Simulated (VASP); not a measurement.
Wanted: the native input for a VASP 6.6.1 run.

| Property | Result |
| --- | --- |
| Task | single point |
| Functional | PBE |
| Potentials or basis | VASP PAW PBE potentials, release 64 (Ti_sv, Si) |
| Cutoff | 520 eV |
| k mesh | 6 × 6 × 4 |
| Occupations | gaussian, width 0.1 eV |
| Spin | collinear spin, ferromagnetic start |
| Starting moments | [1.0, 0.0, 0.0] μB |
| Dipole correction | no |
| Further INCAR settings | ALGO = Normal; EDIFF = 1e-07; NBANDS = 21 |

The structure of TiSi2 lies in POSCAR:

```
TiSi2
1.0
    3.2247334387      0.0000000000      0.0000000000
    0.0000000000      3.2247334387      0.0000000000
    0.0000000000      0.0000000000      5.1348685092
Ti Si
1 2
Direct
    0.5000000000      0.5000000000      0.2860057341
    0.5000000000      0.5000000000      0.7925749082
    0.0000000000      0.0000000000      0.0256292877
```

One way to write it, as run:

INCAR

```
SYSTEM = TiSi2
PREC = Accurate
ENCUT = 520
EDIFF = 1E-7
ISMEAR = 0
SIGMA = 0.1
LREAL = .FALSE.
LASPH = .TRUE.
NELM = 150
ALGO = Normal
ISIF = 2
LWAVE = .FALSE.
LCHARG = .TRUE.
ISPIN = 2
MAGMOM = 1 0 0
LORBIT = 11
LMAXMIX = 4
GGA = PE
LELF = .TRUE.
LVHAR = .TRUE.
NBANDS = 21
```

KPOINTS

```
regular mesh
0
G
  6 6 4
  0 0 0
```

Potentials or basis: VASP PAW PBE potentials, release 64 (Ti_sv, Si).

Command:

```bash
$ cat potpaw_PBE.64/Ti_sv/POTCAR potpaw_PBE.64/Si/POTCAR > POTCAR
$ mpirun -np 1 vasp_std > vasp.out
```

Results of the run:

```
Pressure                                              : -0.1 GPa
Largest force                                         : 0.199 eV/Å
Band gap on the k mesh                                : zero (filled and empty bands overlap)
Net moment                                            : 0.00 μB per cell
Valence electrons inside the program's atomic spheres : Ti 10.25; Si 1.62, 1.66
```

Wall time 61 s on 1 thread of Intel(R) Xeon(R) Platinum 8488C (Sapphire Rapids), on a shared host, peak memory 0.2 GiB.
